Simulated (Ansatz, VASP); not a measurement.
# One calculation of Cr, two programs

```xyz
4
Lattice="2.7140 0.0000 0.0000 1.3570 2.3504 0.0000 0.0000 0.0000 8.8200" Properties=species:S:1:pos:R:3 pbc="T T T"
Cr    2.7140    1.5669    1.1025
Cr    2.7140    1.5669    5.5125
Cr    1.3570    0.7835    3.3075
Cr    1.3570    0.7835    7.7175
```

Alike in both runs: task single point; functional PBE; k mesh 13 × 13 × 4; occupations fermi-dirac, width 0.05 eV; collinear spin.

|  | VASP | Ansatz |
| --- | --- | --- |
| version | VASP 6.6.1 | Ansatz 0.2.0 |
| potentials or method | VASP PAW PBE potentials, release 64 (Cr_pv) | PAW with Ansatz's default frozen-core files, scalar-relativistic |
| plane-wave cutoff (eV) | 520 | 420 |
| valence electrons in the cell | 48 | 56 |

```csv
,VASP,Ansatz,Ansatz less VASP
net moment per atom (μB),0.00,0.00,0.000
size of the moment on the site where the two differ most (μB),0.79,0.68,-0.108
```

Site moments also hang on the region over which each program counts them. VASP's potentials hold 48 valence electrons a cell and Ansatz's 56, so a difference there can come from the potentials and not from the codes.
